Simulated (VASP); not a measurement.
Here is a VASP 6.6.1 calculation.

INCAR

```
ALGO = Normal
EDIFF = 1E-8
ENCUT = 520
ISIF = 2
ISMEAR = -1
LASPH = True
LCHARG = False
LEFG = True
LREAL = False
LWAVE = False
NBANDS = 41
NELM = 60
PREC = Accurate
SIGMA = 0.15
```

KPOINTS

```
k-points
0
Gamma
  12 12 4
```

POSCAR

```
In2O
1.0
    3.3082231474      0.0000000000      0.0000000000
   -1.6541115737      2.8650052870      0.0000000000
    0.0000000000      0.0000000000     12.3299693048
In O
4 2
Direct
    0.0000000000      0.0000000000      0.3829938136
    0.0000000000      0.0000000000      0.6170061864
    0.6666666667      0.3333333333      0.1141025479
    0.3333333333      0.6666666667      0.8858974521
    0.6666666667      0.3333333333      0.3024534100
    0.3333333333      0.6666666667      0.6975465900
```

Potentials or basis: VASP PAW LDA potentials, release 64 (In_d, O).

The run is started by

```sh
$ cat potpaw_LDA.64/In_d/POTCAR potpaw_LDA.64/O/POTCAR > POTCAR
$ mpirun -np 1 vasp_std > vasp.out
```

**Question.** What does it give for the largest force?

**Answer.** 0.046 eV/Å.

**Question.** Estimate the pressure.

**Answer.** 0.2 GPa.

Forces in eV/Å, atoms in the order of the input:
```
In   0.000  0.000  0.046
In   0.000  0.000 -0.046
In   0.000  0.000 -0.013
In   0.000  0.000  0.013
O    0.000  0.000 -0.040
O    0.000  0.000  0.040
```

Caveat: without QUAD_EFG the Cq values of the log hold for a quadrupole moment of 1 mb, not for the nuclei.
